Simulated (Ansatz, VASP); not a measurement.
C in VASP and in Ansatz

```xyz
4
Lattice="1.2294 0.7098 7.6483 -1.2294 0.7098 7.6483 0.0000 -1.4196 7.6483" Properties=species:S:1:pos:R:3 pbc="T T T"
C     0.0000    0.0000   21.1266
C     0.0000    0.0000    5.8298
C     0.0000    0.0000   17.1151
C     0.0000    0.0000    1.8183
```

Alike in both runs: functional PBEsol; k mesh 18 × 18 × 18; occupations gaussian, width 0.01 eV; no spin polarisation.

Ansatz relaxed the structure, and its values are those at the end. VASP's run is a single point on that final structure, the one shown.

```csv
,VASP,Ansatz
version,VASP 6.6.1,Ansatz 0.2.0
potentials or method,"VASP PAW PBE potentials, release 64 (C), cutoff 520 eV","scalar-relativistic, plane waves, PAW"
valence electrons in the cell,16,16
```

|  | VASP | Ansatz | Ansatz less VASP |
| --- | --- | --- | --- |
| gap on the k mesh at the Fermi level (eV) | 0.09 | 0.09 | 0.000 |
| least direct gap on the mesh (eV) | 0.09 | 0.09 | 0.000 |
| pressure (GPa) | 0.6 | 0.0 | -0.59 |

VASP's potentials were made for PBE, not for PBEsol.
